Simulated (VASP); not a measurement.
Wanted: the native input for a VASP 6.6.1 run.

```
Task                   : single point
Functional             : r2SCAN
Potentials or basis    : VASP PAW PBE potentials, release 64 (K_sv, I)
Cutoff                 : 520 eV
k mesh                 : 6 × 6 × 6
Occupations            : gaussian, width 0.01 eV
Spin                   : no spin polarisation
Dipole correction      : no
Further INCAR settings : ALGO = Normal; EDIFF = 1e-06; NBANDS = 15
```

KI:

```
CELL_PARAMETERS angstrom
0.00000 3.47221 3.47221
3.47221 0.00000 3.47221
3.47221 3.47221 0.00000
ATOMIC_POSITIONS crystal
K 0.00000 0.00000 0.00000
I 0.50000 0.50000 0.50000
```

This cell differs from its parent crystal: volume changed by -6%.

These files were run (other wordings do the same):

POSCAR

```
KI
1.0
    0.0000000000      3.4722077499      3.4722077499
    3.4722077499      0.0000000000      3.4722077499
    3.4722077499      3.4722077499      0.0000000000
K I
1 1
Direct
    0.0000000000      0.0000000000      0.0000000000
    0.5000000000      0.5000000000      0.5000000000
```

INCAR.step1

```
PREC = Accurate ; ENCUT = 520
ISMEAR = 0 ; SIGMA = 0.01
LREAL = False ; LASPH = True
NELM = 60 ; NBANDS = 15
GGA = PE ; ALGO = Normal
EDIFF = 1E-4 ; LWAVE = True
LCHARG = False
```

INCAR.step2

```
PREC = Accurate ; ENCUT = 520
EDIFF = 1E-6 ; ISMEAR = 0
SIGMA = 0.01 ; LREAL = False
LASPH = True ; NELM = 60
ALGO = Normal ; ISIF = 2
LWAVE = False ; LCHARG = False
METAGGA = R2SCAN ; LMIXTAU = True
NBANDS = 15 ; ISTART = 1
```

KPOINTS

```
Automatic mesh
0
Gamma
  6 6 6
```

Potentials or basis: VASP PAW PBE potentials, release 64 (K_sv, I).

Launch:

```bash
$ cat potpaw_PBE.64/K_sv/POTCAR potpaw_PBE.64/I/POTCAR > POTCAR
$ cp INCAR.step1 INCAR
$ mpirun -np 1 vasp_std > vasp.out
$ cp INCAR.step2 INCAR
$ mpirun -np 1 vasp_std > vasp.out
```

It gave:

The pressure is 0.9 GPa and the band gap on the k mesh is 4.75 eV, direct.

Caveat: the PAW data sets were made with another functional, which shifts forces and pressure a little; spin-orbit coupling is left out, which moves the levels of the heavy elements.

It took 3.9 min on 1 thread of AMD EPYC 7R13, on a shared host, peak memory 0.22 GiB.
